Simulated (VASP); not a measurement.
## Au: electric field gradients with LDA

Au:

```
CELL_PARAMETERS angstrom
0.00000 2.12655 2.12655
2.12655 0.00000 2.12655
2.12655 2.12655 0.00000
ATOMIC_POSITIONS crystal
Au 0.00000 0.00000 0.00000
```

This cell differs from its parent crystal: volume scaled by 1.06.

| Quantity | Value |
| --- | --- |
| Program | VASP 6.6.1 |
| Task | electric field gradients |
| Functional | LDA |
| Potentials or basis | VASP PAW LDA potentials, release 64 (Au) |
| Cutoff | 520 eV |
| k mesh | 15 × 15 × 15 |
| Occupations | fermi-dirac, width 0.03 eV |
| Spin | no spin polarisation |
| Dipole correction | no |
| Further INCAR settings | ALGO = Normal; EDIFF = 1e-08; NBANDS = 12 |

```json
{"Pressure": "-18.5 GPa"}
```

Levels at points of the mesh, in eV from the Fermi level:
```tsv
k point	band 3	band 4	band 5	band 6	band 7	band 8	band 9	band 10
(0.00, 0.00, 0.00)	-4.20	-4.20	-2.96	-2.96	14.50	17.75	17.75	17.75
```

Run time: 6.7 s on 1 thread of Intel(R) Xeon(R) 6975P-C (Granite Rapids), with other jobs on the host, peak memory 0.15 GiB.

Caveat: without QUAD_EFG the Cq values of the log hold for a quadrupole moment of 1 mb, not for the nuclei; spin-orbit coupling is left out, which moves the levels of the heavy elements.
